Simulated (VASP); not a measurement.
The system is CaS (l).

```
Ca S
1.0
     0.00000    2.85237    2.85237
     2.85237    0.00000    2.85237
     2.85237    2.85237    0.00000
Ca S
1 1
Direct
  0.00000 0.00000 0.00000
  0.50000 0.50000 0.50000
```

| Property | Result |
| --- | --- |
| Program | VASP 6.6.1 |
| Task | relaxation of cell and atoms |
| Functional | LDA |
| Potentials or basis | VASP PAW LDA potentials, release 64 (Ca_sv, S) |
| Cutoff | 500 eV |
| k mesh | 8 × 8 × 8 |
| Occupations | gaussian, width 0.02 eV |
| Spin | no spin polarisation |

At the start: pressure -4.2 GPa; volume 23.21 Å³/atom.

**Question.** How do energy, volume and symmetry change on relaxing?

**Answer.** Over 3 steps the energy falls by 21.9 meV/atom and the volume is 21.61 Å³/atom (-6.9 %); space group Fm-3m (No. 225, to 0.05 Å).

Step by step:
| step | energy change (eV) | largest force (eV/Å) | pressure (GPa) | volume (Å³) |
| --- | --- | --- | --- | --- |
| 1 | 0.0000 | 0.0000 | -4.15 | 46.41 |
| 2 | -0.0410 | 0.0000 | 1.22 | 42.49 |
| 3 | -0.0438 | 0.0000 | 0.01 | 43.23 |

Final structure:
```yaml
crystal:
  lattice:
    - [0.00000, 2.78558, 2.78558]
    - [2.78558, 0.00000, 2.78558]
    - [2.78558, 2.78558, 0.00000]
  atoms:
    - { symbol: Ca, position: [0.00000, 0.00000, 0.00000] }
    - { symbol: S, position: [0.50000, 0.50000, 0.50000] }
```
